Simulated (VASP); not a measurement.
# Pd (Fm-3m) in VASP: settings compared

The runs below take Pd through electric field gradients, with PBEsol, LDA, r2SCAN.

Program: VASP 6.6.1. These are calculated values, not measurements. Logs are shortened: lines on timing, memory, paths and dates and some standing lists are left out, and cuts for length are marked.

## Step 1: The cell of the first run

Symmetry: Fm-3m, No. 225, cubic system. The conventional cell has a = 3.893 Å, b = 3.893 Å, c = 3.893 Å, α = 90.00°, β = 90.00°, γ = 90.00°. Within 3.6 Å of Pd (site symmetry m-3m) lie 12 Pd at 2.75 Å.

## Step 2: Electric field gradients, PBEsol

Contents of INCAR:

```
  PREC = Accurate
  ENCUT = 520
  EDIFF = 1E-8
  ISMEAR = -1
  SIGMA = 0.05
  LREAL = False
  LASPH = True
  NELM = 80
  ALGO = Normal
  ISIF = 2
  LWAVE = False
  LCHARG = False
  GGA = PS
  LEFG = True
  NBANDS = 50
```

Contents of KPOINTS:

```
Automatic mesh
0
Gamma
  7 7 7
```

Contents of POSCAR:

```
Pd
1.0
    0.0000000000      3.8930000000      3.8930000000
    3.8930000000      0.0000000000      3.8930000000
    3.8930000000      3.8930000000      0.0000000000
Pd
8
Direct
    0.0000000000      0.0000000000      0.0000000000
    0.0000000000      0.0000000000      0.5000000000
    0.0000000000      0.5000000000      0.0000000000
    0.0000000000      0.5000000000      0.5000000000
    0.5000000000      0.0000000000      0.0000000000
    0.5000000000      0.0000000000      0.5000000000
    0.5000000000      0.5000000000      0.0000000000
    0.5000000000      0.5000000000      0.5000000000
```

Potentials or basis: VASP PAW PBE potentials, release 64 (Pd).

Command:

```
> cat potpaw_PBE.64/Pd/POTCAR > POTCAR
> mpirun -np 1 vasp_std > vasp.out
```

OUTCAR:

```text
PREC = Accurate
   ENCUT = 520
   EDIFF = 1E-8
   ISMEAR = -1
   LREAL = False
   LASPH = True
   NELM = 80
   ISIF = 2
   GGA = PS

 ion  position               nearest neighbor table
   1  0.000  0.000  0.000-   2 2.75   3 2.75   5 2.75   2 2.75   4 2.75   6 2.75   3 2.75   4 2.75
                             7 2.75   5 2.75   6 2.75   7 2.75
   2  0.000  0.000  0.500-   1 2.75   4 2.75   6 2.75   1 2.75   3 2.75   5 2.75   3 2.75   4 2.75
                             8 2.75   5 2.75   6 2.75   8 2.75
   3  0.000  0.500  0.000-   1 2.75   4 2.75   7 2.75   2 2.75   4 2.75   8 2.75   1 2.75   2 2.75
                             5 2.75   5 2.75   7 2.75   8 2.75
   4  0.000  0.500  0.500-   2 2.75   3 2.75   8 2.75   1 2.75   3 2.75   7 2.75   1 2.75   2 2.75
                             6 2.75   6 2.75   7 2.75   8 2.75
   5  0.500  0.000  0.000-   1 2.75   6 2.75   7 2.75   2 2.75   6 2.75   8 2.75   3 2.75   7 2.75
                             8 2.75   1 2.75   2 2.75   3 2.75
   6  0.500  0.000  0.500-   2 2.75   5 2.75   8 2.75   1 2.75   5 2.75   7 2.75   4 2.75   7 2.75
                             8 2.75   1 2.75   2 2.75   4 2.75
   7  0.500  0.500  0.000-   3 2.75   5 2.75   8 2.75   4 2.75   6 2.75   8 2.75   1 2.75   5 2.75
                             6 2.75   1 2.75   3 2.75   4 2.75
   8  0.500  0.500  0.500-   4 2.75   6 2.75   7 2.75   3 2.75   5 2.75   7 2.75   2 2.75   5 2.75
                             6 2.75   2 2.75   3 2.75   4 2.75
[... 6 lines left out ...]
 A1 = (   0.0000000000,   3.8930000000,   3.8930000000)
 A2 = (   3.8930000000,   0.0000000000,   3.8930000000)
 A3 = (   3.8930000000,   3.8930000000,   0.0000000000)

Analysis of symmetry for initial positions (statically):
=====================================================================
 Subroutine PRICEL returns following result:

  LATTYP: Found a face centered cubic cell.
 ALAT       =     3.8930000000

  Lattice vectors:

 A1 = (   0.0000000000,   1.9465000000,   1.9465000000)
 A2 = (   1.9465000000,   0.0000000000,   1.9465000000)
 A3 = (   1.9465000000,   1.9465000000,   0.0000000000)

   8 primitive cells build up your supercell.

 Routine SETGRP: Setting up the symmetry group for a
 face centered cubic supercell.

 Subroutine GETGRP returns: Found 48 space group operations
 (whereof 48 operations were pure point group operations)
 out of a pool of 48 trial point group operations.

The static configuration has the point symmetry O_h .

Analysis of symmetry for dynamics (positions and initial velocities):
=====================================================================
 Subroutine PRICEL returns following result:

  LATTYP: Found a face centered cubic cell.
 ALAT       =     3.8930000000

[... 1229 lines left out ...]
  Total       -2.0382128     -2.0382128     -2.0382128      0.0000000      0.0000000      0.0000000
  in kB      -27.6743167    -27.6743167    -27.6743167      0.0000000      0.0000000      0.0000000
  external PRESSURE =     -27.6743167 kB  Pullay stress =       0.0000000 kB

 VOLUME and BASIS-vectors are now :
 -----------------------------------------------------------------------------
  energy-cutoff  :      520.00
  volume of cell :      118.00
      direct lattice vectors                 reciprocal lattice vectors
     0.000000000  3.893000000  3.893000000    -0.128435654  0.128435654  0.128435654
     3.893000000  0.000000000  3.893000000     0.128435654 -0.128435654  0.128435654
     3.893000000  3.893000000  0.000000000     0.128435654  0.128435654 -0.128435654

 POSITION                                       TOTAL-FORCE (eV/Angst)
 -----------------------------------------------------------------------------------
      0.00000      0.00000      0.00000         0.000000      0.000000      0.000000
      1.94650      1.94650      0.00000        -0.000000     -0.000000     -0.000000
      1.94650      0.00000      1.94650         0.000000     -0.000000      0.000000
      3.89300      1.94650      1.94650        -0.000000      0.000000      0.000000
      0.00000      1.94650      1.94650        -0.000000     -0.000000      0.000000
      1.94650      3.89300      1.94650        -0.000000      0.000000     -0.000000
      1.94650      1.94650      3.89300         0.000000     -0.000000     -0.000000
      3.89300      3.89300      3.89300         0.000000     -0.000000     -0.000000
 -----------------------------------------------------------------------------------
    total drift:                               -0.000000     -0.000000      0.000000

  FREE ENERGIE OF THE ION-ELECTRON SYSTEM (eV)
  ---------------------------------------------------
  free  energy   TOTEN  =       -47.6751650330 eV

  energy  without entropy=      -47.4893070644  energy(sigma->0) =      -47.58223605

 Electric field gradients (V/A^2)
---------------------------------------------------------------------
 ion       V_xx      V_yy      V_zz      V_xy      V_xz      V_yz
---------------------------------------------------------------------
   1       0.000    -0.000    -0.000     0.000     0.000     0.000
   2       0.000    -0.000    -0.000     0.000     0.000     0.000
   3       0.000     0.000    -0.000     0.000     0.000     0.000
   4       0.000    -0.000    -0.000     0.000     0.000     0.000
   5       0.000    -0.000    -0.000     0.000     0.000     0.000
   6       0.000    -0.000    -0.000     0.000     0.000     0.000
   7       0.000    -0.000    -0.000     0.000     0.000     0.000
   8       0.000    -0.000    -0.000     0.000     0.000     0.000
---------------------------------------------------------------------

 Electric field gradients after diagonalization (V/A^2)
 (convention: |V_zz| > |V_xx| > |V_yy|)
----------------------------------------------------------------------
 ion       V_xx      V_yy      V_zz     asymmetry (V_yy - V_xx)/ V_zz
----------------------------------------------------------------------
   1      -0.000    -0.000     0.001       0.000
   2      -0.000    -0.000     0.001       0.000
   3      -0.000    -0.000     0.001       0.000
   4      -0.000    -0.000     0.001       0.000
   5      -0.000    -0.000     0.001       0.000
   6      -0.000    -0.000     0.001       0.000
   7      -0.000    -0.000     0.001       0.000
   8      -0.000    -0.000     0.001       0.000
----------------------------------------------------------------------

           NMR quadrupolar parameters

 Cq : quadrupolar parameter    Cq=e*Q*V_zz/h
 eta: asymmetry parameters     (V_yy - V_xx)/ V_zz
 Q  : nuclear electric quadrupole moment in mb (millibarn)
----------------------------------------------------------------------
 ion       Cq(MHz)       eta       Q (mb)
----------------------------------------------------------------------
   1       0.000       0.000       1.000
   2       0.000       0.000       1.000
   3       0.000       0.000       1.000
   4       0.000       0.000       1.000
   5       0.000       0.000       1.000
   6       0.000       0.000       1.000
   7       0.000       0.000       1.000
   8       0.000       0.000       1.000
----------------------------------------------------------------------
```

OSZICAR:

```text
N       E                     dE             d eps       ncg     rms          rms(c)
DAV:   1     0.559024596333E+03    0.55902E+03   -0.40217E+04  2000   0.158E+03
DAV:   2    -0.315078272516E+02   -0.59053E+03   -0.56028E+03  2142   0.366E+02
DAV:   3    -0.506143625850E+02   -0.19107E+02   -0.18007E+02  2160   0.679E+01
DAV:   4    -0.508482801597E+02   -0.23392E+00   -0.23340E+00  2118   0.727E+00
DAV:   5    -0.508515153698E+02   -0.32352E-02   -0.32347E-02  2150   0.910E-01    0.236E+01
DAV:   6    -0.478055348803E+02    0.30460E+01   -0.98294E+00  2028   0.181E+01    0.104E+01
DAV:   7    -0.477074976098E+02    0.98037E-01   -0.98909E-02  2086   0.141E+00    0.534E+00
DAV:   8    -0.476753265862E+02    0.32171E-01   -0.13029E-02  2044   0.597E-01    0.339E-01
DAV:   9    -0.476751306544E+02    0.19593E-03   -0.80220E-04  2114   0.154E-01    0.557E-02
DAV:  10    -0.476751681397E+02   -0.37485E-04   -0.67535E-05  2034   0.445E-02    0.162E-02
DAV:  11    -0.476751648144E+02    0.33253E-05   -0.37171E-06  2094   0.110E-02    0.159E-03
DAV:  12    -0.476751651867E+02   -0.37228E-06   -0.78664E-08  1988   0.117E-03    0.144E-03
DAV:  13    -0.476751650250E+02    0.16172E-06   -0.12996E-08  1070   0.662E-04    0.116E-04
DAV:  14    -0.476751650391E+02   -0.14135E-07   -0.84178E-10  1048   0.136E-04    0.733E-05
DAV:  15    -0.476751650330E+02    0.61473E-08   -0.25105E-10  1046   0.783E-05
   1 F= -.47675165E+02 E0= -.47582236E+02  d E =-.185858E+00
```

stdout:

```text
POSCAR found type information on POSCAR Pd
 POSCAR found :  1 types and       8 ions
 scaLAPACK will be used
 -----------------------------------------------------------------------------
|                                                                             |
|                                                                             |
|     You enforced a specific xc type in the INCAR file but a different       |
|     I HOPE YOU KNOW WHAT YOU ARE DOING!                                     |
|                                                                             |
 -----------------------------------------------------------------------------

 LDA part: xc-table for (Slater+PW92), standard interpolation
 POSCAR, INCAR and KPOINTS ok, starting setup
 FFT: planning ... GRIDC
 FFT: planning ... GRID_SOFT
 FFT: planning ... GRID
 WAVECAR not read
 entering main loop
ion   1

ion   2

ion   3

ion   4

ion   5

ion   6

ion   7

ion   8
```

Run time: 90 s. Hardware: 1 thread of Intel Xeon Platinum 8488C (Sapphire Rapids), shared host; peak memory 0.29 GiB.

What came out:

```yaml
Free_energy: -47.6752 eV
Pressure: -2.8 GPa
Band_gap_on_the_k_mesh: zero (bands 40 and 41 overlap by 0.45 eV)
Largest_electric_field_gradient_by_atom: zero within the noise of the run
```

Caveat: the PAW data sets were made with another functional, which shifts forces and pressure a little.

## Step 3: Electric field gradients, LDA

Contents of INCAR:

```
SYSTEM = Pd
PREC = Accurate
ENCUT = 520
EDIFF = 1E-8
ISMEAR = -1
SIGMA = 0.05
LREAL = .False.
LASPH = .True.
NELM = 100
ALGO = Normal
ISIF = 2
LWAVE = .False.
LCHARG = .False.
GGA = CA
LEFG = .True.
NBANDS = 50
```

Contents of KPOINTS:

```
Automatic mesh
0
Gamma
  7 7 7
  0 0 0
```

POSCAR is that of step 2.

Potentials or basis: VASP PAW LDA potentials, release 64 (Pd).

Command:

```
> cat potpaw_LDA.64/Pd/POTCAR > POTCAR
> mpirun -np 1 vasp_std > vasp.out
```

OUTCAR:

```text
SYSTEM = Pd
   PREC = Accurate
   ENCUT = 520
   EDIFF = 1E-8
   ISMEAR = -1
   LREAL = .False.
   LASPH = .True.
   NELM = 100
   ISIF = 2
   GGA = CA

 ion  position               nearest neighbor table
   1  0.000  0.000  0.000-   2 2.75   3 2.75   5 2.75   2 2.75   4 2.75   6 2.75   3 2.75   4 2.75
                             7 2.75   5 2.75   6 2.75   7 2.75
   2  0.000  0.000  0.500-   1 2.75   4 2.75   6 2.75   1 2.75   3 2.75   5 2.75   3 2.75   4 2.75
                             8 2.75   5 2.75   6 2.75   8 2.75
   3  0.000  0.500  0.000-   1 2.75   4 2.75   7 2.75   2 2.75   4 2.75   8 2.75   1 2.75   2 2.75
                             5 2.75   5 2.75   7 2.75   8 2.75
   4  0.000  0.500  0.500-   2 2.75   3 2.75   8 2.75   1 2.75   3 2.75   7 2.75   1 2.75   2 2.75
                             6 2.75   6 2.75   7 2.75   8 2.75
   5  0.500  0.000  0.000-   1 2.75   6 2.75   7 2.75   2 2.75   6 2.75   8 2.75   3 2.75   7 2.75
                             8 2.75   1 2.75   2 2.75   3 2.75
   6  0.500  0.000  0.500-   2 2.75   5 2.75   8 2.75   1 2.75   5 2.75   7 2.75   4 2.75   7 2.75
                             8 2.75   1 2.75   2 2.75   4 2.75
   7  0.500  0.500  0.000-   3 2.75   5 2.75   8 2.75   4 2.75   6 2.75   8 2.75   1 2.75   5 2.75
                             6 2.75   1 2.75   3 2.75   4 2.75
   8  0.500  0.500  0.500-   4 2.75   6 2.75   7 2.75   3 2.75   5 2.75   7 2.75   2 2.75   5 2.75
                             6 2.75   2 2.75   3 2.75   4 2.75
[... 6 lines left out ...]
 A1 = (   0.0000000000,   3.8930000000,   3.8930000000)
 A2 = (   3.8930000000,   0.0000000000,   3.8930000000)
 A3 = (   3.8930000000,   3.8930000000,   0.0000000000)

Analysis of symmetry for initial positions (statically):
=====================================================================
 Subroutine PRICEL returns following result:

  LATTYP: Found a face centered cubic cell.
 ALAT       =     3.8930000000

  Lattice vectors:

 A1 = (   0.0000000000,   1.9465000000,   1.9465000000)
 A2 = (   1.9465000000,   0.0000000000,   1.9465000000)
 A3 = (   1.9465000000,   1.9465000000,   0.0000000000)

[... 1258 lines left out ...]
     3.893000000  3.893000000  0.000000000     0.128435654  0.128435654 -0.128435654

 POSITION                                       TOTAL-FORCE (eV/Angst)
 -----------------------------------------------------------------------------------
      0.00000      0.00000      0.00000        -0.000000     -0.000000     -0.000000
      1.94650      1.94650      0.00000         0.000000     -0.000000     -0.000000
      1.94650      0.00000      1.94650        -0.000000     -0.000000     -0.000000
      3.89300      1.94650      1.94650         0.000000      0.000000      0.000000
      0.00000      1.94650      1.94650        -0.000000     -0.000000      0.000000
      1.94650      3.89300      1.94650        -0.000000      0.000000     -0.000000
      1.94650      1.94650      3.89300         0.000000      0.000000      0.000000
      3.89300      3.89300      3.89300         0.000000     -0.000000      0.000000
 -----------------------------------------------------------------------------------
    total drift:                               -0.000000     -0.000000      0.000000

  FREE ENERGIE OF THE ION-ELECTRON SYSTEM (eV)
  ---------------------------------------------------
  free  energy   TOTEN  =       -51.8392735729 eV

  energy  without entropy=      -51.6533696505  energy(sigma->0) =      -51.74632161

 Electric field gradients (V/A^2)
---------------------------------------------------------------------
 ion       V_xx      V_yy      V_zz      V_xy      V_xz      V_yz
---------------------------------------------------------------------
   1      -0.000     0.000    -0.000     0.000     0.000     0.000
   2      -0.000    -0.000    -0.000     0.000     0.000     0.000
   3      -0.000    -0.000    -0.000     0.000     0.000     0.000
   4      -0.000    -0.000    -0.000     0.000     0.000     0.000
   5      -0.000    -0.000    -0.000     0.000     0.000     0.000
   6      -0.000    -0.000    -0.000     0.000     0.000     0.000
   7      -0.000    -0.000    -0.000     0.000     0.000     0.000
   8      -0.000    -0.000    -0.000     0.000     0.000     0.000
---------------------------------------------------------------------

 Electric field gradients after diagonalization (V/A^2)
 (convention: |V_zz| > |V_xx| > |V_yy|)
----------------------------------------------------------------------
 ion       V_xx      V_yy      V_zz     asymmetry (V_yy - V_xx)/ V_zz
----------------------------------------------------------------------
   1      -0.000    -0.000     0.001       0.000
   2      -0.000    -0.000     0.001       0.000
   3      -0.000    -0.000     0.001       0.000
   4      -0.000    -0.000     0.001       0.000
   5      -0.000    -0.000     0.001       0.000
   6      -0.000    -0.000     0.001       0.000
   7      -0.000    -0.000     0.001       0.000
   8      -0.000    -0.000     0.001       0.000
----------------------------------------------------------------------

           NMR quadrupolar parameters

 Cq : quadrupolar parameter    Cq=e*Q*V_zz/h
 eta: asymmetry parameters     (V_yy - V_xx)/ V_zz
 Q  : nuclear electric quadrupole moment in mb (millibarn)
----------------------------------------------------------------------
 ion       Cq(MHz)       eta       Q (mb)
----------------------------------------------------------------------
   1       0.000       0.000       1.000
   2       0.000       0.000       1.000
   3       0.000       0.000       1.000
   4       0.000       0.000       1.000
   5       0.000       0.000       1.000
   6       0.000       0.000       1.000
   7       0.000       0.000       1.000
   8       0.000       0.000       1.000
----------------------------------------------------------------------
```

OSZICAR:

```text
N       E                     dE             d eps       ncg     rms          rms(c)
DAV:   1     0.559287442922E+03    0.55929E+03   -0.40209E+04  2000   0.158E+03
DAV:   2    -0.351134795166E+02   -0.59440E+03   -0.56398E+03  2142   0.367E+02
DAV:   3    -0.544214222036E+02   -0.19308E+02   -0.18195E+02  2160   0.683E+01
DAV:   4    -0.546604230812E+02   -0.23900E+00   -0.23846E+00  2118   0.736E+00
DAV:   5    -0.546638171093E+02   -0.33940E-02   -0.33935E-02  2150   0.932E-01    0.231E+01
DAV:   6    -0.519764417073E+02    0.26874E+01   -0.87621E+00  2030   0.170E+01    0.108E+01
DAV:   7    -0.518739877257E+02    0.10245E+00   -0.74069E-02  2082   0.125E+00    0.546E+00
DAV:   8    -0.518392266256E+02    0.34761E-01   -0.87037E-03  2050   0.517E-01    0.201E-01
DAV:   9    -0.518392510285E+02   -0.24403E-04   -0.35322E-04  2146   0.995E-02    0.584E-02
DAV:  10    -0.518392740357E+02   -0.23007E-04   -0.52575E-05  2040   0.406E-02    0.108E-02
DAV:  11    -0.518392735625E+02    0.47326E-06   -0.22133E-06  2094   0.868E-03    0.183E-03
DAV:  12    -0.518392735728E+02   -0.10309E-07   -0.48147E-08  1896   0.994E-04    0.440E-04
DAV:  13    -0.518392735729E+02   -0.11096E-09   -0.30301E-09  1050   0.311E-04
   1 F= -.51839274E+02 E0= -.51746322E+02  d E =-.185904E+00
```

It took 82 s on 1 thread of Intel Xeon Platinum 8488C (Sapphire Rapids), shared host; peak memory 0.25 GiB.

What came out:

- Free energy: -51.8393 eV
- Pressure: -8.0 GPa
- Band gap on the k mesh: zero (bands 40 and 41 overlap by 0.46 eV)
- Largest electric field gradient by atom: zero within the noise of the run

Levels at points of the mesh, in eV from the Fermi level:
| k point | band 35 | band 36 | band 37 | band 38 | band 39 | band 40 | band 41 | band 42 | band 43 | band 44 |
| --- | --- | --- | --- | --- | --- | --- | --- | --- | --- | --- |
| (0.00, 0.00, 0.00) | -0.02 | 0.29 | 0.29 | 0.29 | 0.29 | 0.29 | 0.29 | 0.94 | 0.94 | 0.94 |

Caveat: the cell stands under tension.

(Part 1 of 2 ends here.)
